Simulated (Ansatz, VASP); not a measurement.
## Bi2Te3: VASP beside Ansatz

```
CELL_PARAMETERS angstrom
4.46881 0.00000 0.00000
-2.23441 3.87011 0.00000
0.00000 0.00000 32.46592
ATOMIC_POSITIONS crystal
Bi 0.66667 0.33333 0.23101
Bi 0.00000 0.00000 0.46539
Bi 0.33333 0.66667 0.53461
Bi 0.66667 0.33333 0.76899
Te 0.00000 0.00000 0.28619
Te 0.33333 0.66667 0.34820
Te 0.66667 0.33333 0.41020
Te 0.66667 0.33333 0.58980
Te 0.00000 0.00000 0.65180
Te 0.33333 0.66667 0.71380
```

Alike in both runs: task single point; functional PBE; k mesh 9 × 9 × 1; occupations gaussian, width 0.01 eV; no spin polarisation.

|  | VASP | Ansatz |
| --- | --- | --- |
| version | VASP 6.6.1 | Ansatz 0.2.0 |
| potentials or method | VASP PAW PBE potentials, release 64 (Bi_d, Te), cutoff 520 eV | scalar-relativistic, plane waves, PAW |
| valence electrons in the cell | 96 | 156 |

VASP gave:

```
gap on the k mesh at the Fermi level (eV) : none
rms of the force components (eV/Å)        : 0.125
```

What did Ansatz give for the same quantities?

gap on the k mesh at the Fermi level (eV): none; rms of the force components (eV/Å): 0.129.

A gap of «none» marks a metal or a gap that the smearing closes. VASP's potentials hold 96 valence electrons a cell and Ansatz's 156, so a difference there can come from the potentials and not from the codes.

Spin-orbit coupling is off throughout.
